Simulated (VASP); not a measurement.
MgO, 2 atoms in the cell. It takes space group Fm-3m (No. 225, cubic). Conventional cell: a = 4.257 Å, b = 4.257 Å, c = 4.257 Å, α = 90.00°, β = 90.00°, γ = 90.00°. Within 2.8 Å of Mg (site symmetry m-3m) lie 6 O at 2.13 Å. O (site symmetry m-3m) has 6 Mg at 2.13 Å within 2.8 Å. 

```yaml
Program: VASP 6.6.1
Task: single point
Functional: LDA
Potentials_or_basis: VASP PAW LDA potentials, release 64 (Mg, O)
Cutoff: 600 eV
k_mesh: 9 × 9 × 9
Occupations: fermi-dirac, width 0.05 eV
Spin: no spin polarisation
Dipole_correction: no
Further_INCAR_settings: ALGO = Normal; EDIFF = 1e-06; NBANDS = 11
```

Potentials or basis: VASP PAW LDA potentials, release 64 (Mg, O).

Run with:

```bash
$ cat potpaw_LDA.64/Mg/POTCAR potpaw_LDA.64/O/POTCAR > POTCAR
$ mpirun -np 1 vasp_std > vasp.out
```

Hardware: 1 thread of Intel Xeon 6975P-C (shared host).

**Question.** How long does it take, and how much memory?

**Answer.** Wall time 5.5 s on 1 thread of Intel Xeon 6975P-C (shared host), peak memory 0.13 GiB. Counts: scf iterations 11, k points 35.
